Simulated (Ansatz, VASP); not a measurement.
**Two plane-wave programs on TaN**

File INCAR:

```
PREC = Accurate
ENCUT = 520
EDIFF = 1E-6
ISMEAR = 0
SIGMA = 0.15
LREAL = False
LASPH = True
NELM = 60
ALGO = Normal
ISIF = 2
LWAVE = False
LCHARG = False
NBANDS = 15
```

KPOINTS

```
regular mesh
0
Gamma
  18 18 18
```

File POSCAR:

```
TaN
1.0
    0.0000000000      2.1453515913      2.1742693740
    2.1453515913      0.0000000000      2.1742693740
    2.1453515913      2.1453515913      0.0000000000
Ta N
1 1
Direct
    0.4967281469      0.5032718531      0.5032718531
    0.0422670719     -0.0422670719     -0.0422670719
```

Input for Ansatz:

```yaml
crystal:
  lattice:
    - [0.0, 2.1453515913, 2.174269374]
    - [2.1453515913, 0.0, 2.174269374]
    - [2.1453515913, 2.1453515913, 0.0]
  atoms:
    - { symbol: Ta, position: [0.4967281469, 0.5032718531, 0.5032718531] }
    - { symbol: "N", position: [0.0422670719, -0.0422670719, -0.0422670719] }
basis:
  ecutwfc: 520.0
kpoints:
  mp_grid: { grid: [18, 18, 18] }
hamiltonian:
  xc: lda
scf:
  occupations: { method: gaussian, width: 0.15 }
output:
  forces: true
  stress: true
  eigenvalues: true
```

Change from the starting cell: mode 4 frozen in at -0.184 Å, equal normal strain along x and y -0.0133.

Alike in both runs: task single point; functional LDA; k mesh 18 × 18 × 18; occupations gaussian, width 0.15 eV; no spin polarisation.

|  | VASP | Ansatz |
| --- | --- | --- |
| version | VASP 6.6.1 | Ansatz 0.2.0 |
| potentials or method | VASP PAW LDA potentials, release 64 (Ta_pv, N), cutoff 520 eV | scalar-relativistic, plane waves, PAW |
| valence electrons in the cell | 16 | 18 |

VASP gave:

* gap on the k mesh at the Fermi level (eV): none
* pressure (GPa): 21.4
* traceless stress, the component that is largest in VASP (GPa): 20.14
* rms of the force components (eV/Å): 1.592

Estimate Ansatz's values.

gap on the k mesh at the Fermi level (eV): none; pressure (GPa): 18.9; traceless stress, the component that is largest in VASP (GPa): 19.67; rms of the force components (eV/Å): 1.555.

LDA's correlation is that of Perdew and Zunger in VASP and of Perdew and Wang (1992) in Ansatz. Atom by atom the forces differ by 0.038 eV/Å (rms over components). A gap of «none» marks a metal or a gap that the smearing closes. VASP's potentials hold 16 valence electrons a cell and Ansatz's 18, so a difference there can come from the potentials and not from the codes.

Neither program's run includes spin-orbit coupling.
